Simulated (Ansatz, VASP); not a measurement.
**Two plane-wave programs on ScAl**

POSCAR

```
ScAl
1.0
    3.3703489700      0.0000000000      0.0000000000
    0.0000000000      3.3703489700      0.0000000000
    0.0000000000      0.0000000000      3.3703489700
Sc Al
1 1
Direct
    0.5000000000      0.5000000000      0.5000000000
    0.0000000000      0.0000000000      0.0000000000
```

Contents of INCAR.step1:

```
SYSTEM = ScAl
PREC = Accurate
ENCUT = 520
ISMEAR = 0
SIGMA = 0.1
LREAL = .FALSE.
LASPH = .TRUE.
NELM = 100
NBANDS = 14
GGA = PE
ALGO = Normal
EDIFF = 1E-4
LWAVE = .TRUE.
LCHARG = .FALSE.
```

The input INCAR.step2:

```
SYSTEM = ScAl
PREC = Accurate
ENCUT = 520
EDIFF = 1E-6
ISMEAR = 0
SIGMA = 0.1
LREAL = .FALSE.
LASPH = .TRUE.
NELM = 100
ALGO = Normal
ISIF = 2
LWAVE = .FALSE.
LCHARG = .TRUE.
METAGGA = R2SCAN
LMIXTAU = .TRUE.
LELF = .TRUE.
LVHAR = .TRUE.
NBANDS = 14
ISTART = 1
```

The input KPOINTS:

```
regular mesh
0
G
  8 8 8
  0 0 0
```

Input for Ansatz:

```yaml
crystal:
  lattice:
    - [3.37034897, 0.0, 0.0]
    - [0.0, 3.37034897, 0.0]
    - [0.0, 0.0, 3.37034897]
  atoms:
    - { symbol: Sc, position: [0.5, 0.5, 0.5] }
    - { symbol: Al, position: [0.0, 0.0, 0.0] }
basis:
  ecutwfc: 500
kpoints:
  mp_grid: { grid: [8, 8, 8] }
hamiltonian:
  xc: r2scan
scf:
  occupations: { method: gaussian, width: 0.1 }
output:
  forces: true
  stress: true
  eigenvalues: true
```

Alike in both runs: task single point; functional r2SCAN; k mesh 8 × 8 × 8; occupations gaussian, width 0.1 eV; no spin polarisation.

```csv
,VASP,Ansatz
version,VASP 6.6.1,Ansatz 0.2.0
potentials or method,"VASP PAW PBE potentials, release 64 (Sc_sv, Al), cutoff 520 eV","scalar-relativistic, plane waves, PAW"
valence electrons in the cell,14,14
```

|  | VASP | Ansatz | Ansatz less VASP |
| --- | --- | --- | --- |
| gap on the k mesh at the Fermi level (eV) | none | none | - |
| pressure (GPa) | 0.1 | 0.0 | -0.14 |

VASP's potentials were made for PBE, not for r2SCAN. A gap of «none» marks a metal or a gap that the smearing closes. With one functional, cell and mesh, what is left measures potentials, basis and numerics.
